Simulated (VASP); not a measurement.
BaTe:

```
Ba Te
1.0
     0.00000    3.41000    3.41000
     3.41000    0.00000    3.41000
     3.41000    3.41000    0.00000
Ba Te
1 1
Direct
  0.00000 0.00000 0.00000
  0.50000 0.50000 0.50000
```

| Property | Result |
| --- | --- |
| Program | VASP 6.6.1 |
| Task | relaxation of cell and atoms |
| Functional | PBE |
| Potentials or basis | VASP PAW PBE potentials, release 64 (Ba_sv, Te) |
| Cutoff | 600 eV |
| k mesh | 4 × 4 × 4 |
| Occupations | gaussian, width 0.01 eV |
| Spin | no spin polarisation |

At the start: pressure 4.3 GPa; volume 39.65 Å³/atom.

How do energy, volume and symmetry change on relaxing?

Over 3 steps the energy falls by 60.4 meV/atom and the volume is 44.58 Å³/atom (+12.4 %); space group Fm-3m (No. 225, to 0.05 Å).

The path:
```csv
step,energy change (eV),largest force (eV/Å),pressure (GPa),volume (Å³)
1,0.0000,0.0000,4.34,79.30
2,-0.1119,0.0000,-0.89,92.30
3,-0.1208,0.0000,0.02,89.15
```

Final structure:
```
CELL_PARAMETERS angstrom
0.00000 3.54569 3.54569
3.54569 0.00000 3.54569
3.54569 3.54569 0.00000
ATOMIC_POSITIONS crystal
Ba 0.00000 0.00000 0.00000
Te 0.50000 0.50000 0.50000
```

Caveat: the volume moved by +12 % from the deposited cell, more than functionals usually miss.
